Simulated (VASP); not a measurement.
A run of VASP 6.6.1 is set up as follows.

The input INCAR:

```
SYSTEM = CaC4O4
PREC     = Accurate       ! precision mode
ENCUT    = 520            ! plane-wave cutoff, eV
EDIFF    = 1E-6           ! SCF threshold, eV
ISMEAR   = 0              ! smearing method
SIGMA    = 0.02           ! smearing width, eV
LREAL    = Auto         
LASPH    = .True.         ! aspherical terms in the spheres
NELM     = 80             ! most SCF steps
ALGO     = Normal         ! electronic algorithm
ISIF     = 2              ! what is computed and relaxed
LWAVE    = .False.        ! write WAVECAR
LCHARG   = .False.        ! write CHGCAR
GGA      = PE             ! functional
NBANDS   = 65             ! bands
```

The input KPOINTS:

```
regular mesh
0
Gamma
  6 6 6
  0 0 0
```

File POSCAR:

```
CaC4O4
1.0
   -3.4907593250      3.4907593250      5.1512586883
    3.4907593250     -3.4907593250      5.1512586883
    3.4907593250      3.4907593250     -5.1512586883
Ca C O
2 8 8
Direct
    0.5000000000      0.5000000000      0.0000000000
    0.2500000000      0.7500000000      0.5000000000
    0.0590287177      0.0590287177      0.0000000000
    0.8090287177      0.3090287177      0.5000000000
    0.6909712823      0.1909712823      0.5000000000
    0.9409712823      0.9409712823      0.0000000000
    0.1991726690      0.1991726690      0.0000000000
    0.9491726690      0.4491726690      0.5000000000
    0.5508273310      0.0508273310      0.5000000000
    0.8008273310      0.8008273310      0.0000000000
    0.2579746016      0.4172104978      0.1592358963
    0.1672104978      0.5079746016      0.6592358963
    0.8487387053      0.5079746016      0.3407641037
    0.2579746016      0.0987387053      0.8407641037
    0.4920253984      0.8327895022      0.3407641037
    0.5827895022      0.7420253984      0.8407641037
    0.9012612947      0.7420253984      0.1592358963
    0.4920253984      0.1512612947      0.6592358963
```

Potentials or basis: VASP PAW PBE potentials, release 64 (Ca_sv, C, O).

Run with:

```console
$ cat potpaw_PBE.64/Ca_sv/POTCAR potpaw_PBE.64/C/POTCAR potpaw_PBE.64/O/POTCAR > POTCAR
$ mpirun -np 1 vasp_std > vasp.out
```

(1) Predict the pressure.

(2) Estimate the largest force.

(3) Predict the band gap on the k mesh.

## Answers

(1) 0.6 GPa.

(2) 0.290 eV/Å.

(3) 3.82 eV (least direct gap 3.87 eV).
